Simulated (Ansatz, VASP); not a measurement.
## PbF2: VASP beside Ansatz

INCAR

```
  PREC = Accurate
  ENCUT = 600
  EDIFF = 1E-6
  ISMEAR = -1
  SIGMA = 0.05
  LREAL = F
  LASPH = T
  NELM = 120
  ALGO = Normal
  ISIF = 2
  LWAVE = F
  LCHARG = F
  GGA = RP
  NBANDS = 21
  GGA_COMPAT = F
```

File KPOINTS:

```
Automatic mesh
0
Gamma
  8 8 8
```

POSCAR

```
PbF2
1.0
    0.0000000000      2.9636600000      2.9636600000
    2.9636600000      0.0000000000      2.9636600000
    2.9636600000      2.9636600000      0.0000000000
Pb F
1 2
Direct
    0.0000000000      0.0000000000      0.0000000000
    0.7500000000      0.7500000000      0.7500000000
    0.2500000000      0.2500000000      0.2500000000
```

Contents of input.yaml:

```yaml
crystal:
  lattice:
    - [0.0, 2.96366, 2.96366]
    - [2.96366, 0.0, 2.96366]
    - [2.96366, 2.96366, 0.0]
  atoms:
    - { symbol: Pb, position: [0.0, 0.0, 0.0] }
    - { symbol: F, position: [0.75, 0.75, 0.75] }
    - { symbol: F, position: [0.25, 0.25, 0.25] }
hamiltonian:
  xc: rpbe
  pseudopotentials: { kind: paw }
kpoints:
  mp_grid: { grid: [8, 8, 8] }
  band_path:
    path:
      - [[0.0, 0.0, 0.0], [0.5, 0.0, 0.5], [0.5, 0.25, 0.75], [0.375, 0.375, 0.75], [0.0, 0.0, 0.0], [0.5, 0.5, 0.5], [0.625, 0.25, 0.625], [0.5, 0.25, 0.75], [0.5, 0.5, 0.5], [0.375, 0.375, 0.75]]
      - [[0.625, 0.25, 0.625], [0.5, 0.0, 0.5]]
    npoints: 14
scf:
  occupations: { method: fermi_dirac, width: 0.05 }
  n_extra_bands: 7
output:
  forces: true
  stress: true
  eigenvalues: true
  fatbands: false
```

Alike in both runs: functional RPBE; k mesh 8 × 8 × 8; occupations fermi-dirac, width 0.05 eV; no spin polarisation.

|  | VASP | Ansatz |
| --- | --- | --- |
| version | VASP 6.6.1 | Ansatz 0.2.0 |
| potentials or method | VASP PAW PBE potentials, release 64 (Pb_d, F) | Ansatz PAW |
| plane-wave cutoff (eV) | 600 | 420 |
| valence electrons in the cell | 28 | 28 |
| task | single point | band structure |

|  | VASP | Ansatz | Ansatz less VASP |
| --- | --- | --- | --- |
| gap on the k mesh at the Fermi level (eV) | 4.55 | 4.55 | +0.001 |
| least direct gap on the mesh (eV) | 4.69 | 4.69 | +0.001 |
| pressure (GPa) | 5.7 | 5.9 | +0.28 |

VASP's potentials were made for PBE, not for RPBE.

Spin-orbit coupling is off throughout.
